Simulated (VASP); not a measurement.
NaSe4, 5 atoms in the cell. It takes space group Pm-3m (No. 221, cubic). Conventional cell: a = 5.090 Å, b = 5.090 Å, c = 5.090 Å, α = 90.00°, β = 90.00°, γ = 90.00°. Na (site symmetry m-3m) has 6 Se at 2.55 Å within 3.4 Å. Within 3.4 Å of Se (site symmetry 4/mmm) lie 2 Na at 2.55 Å. Within 4.7 Å of Se (site symmetry m-3m) lie 12 Se at 3.60 Å and 8 Na at 4.41 Å. 

| Quantity | Value |
| --- | --- |
| Program | VASP 6.6.1 |
| Task | single point |
| Functional | PBE |
| Potentials or basis | VASP PAW PBE potentials, release 64 (Na_pv, Se) |
| Cutoff | 520 eV |
| k mesh | 4 × 4 × 4 |
| Occupations | gaussian, width 0.1 eV |
| Spin | no spin polarisation |
| Dipole correction | no |
| Further INCAR settings | ALGO = Normal; EDIFF = 1e-06; NBANDS = 24 |

Potentials or basis: VASP PAW PBE potentials, release 64 (Na_pv, Se).

Launch:

```console
$ cat potpaw_PBE.64/Na_pv/POTCAR potpaw_PBE.64/Se/POTCAR > POTCAR
$ mpirun -np 1 vasp_std > vasp.out
```

Hardware: 1 thread of AMD EPYC 7R43 64-Core Processor (Zen 3), on a shared host.

Q: Estimate the wall time of this run.

A: Run time: 36 s on 1 thread of AMD EPYC 7R43 64-Core Processor (Zen 3) (shared host), peak memory 0.2 GiB. Counts: scf iterations 15, k points 10.
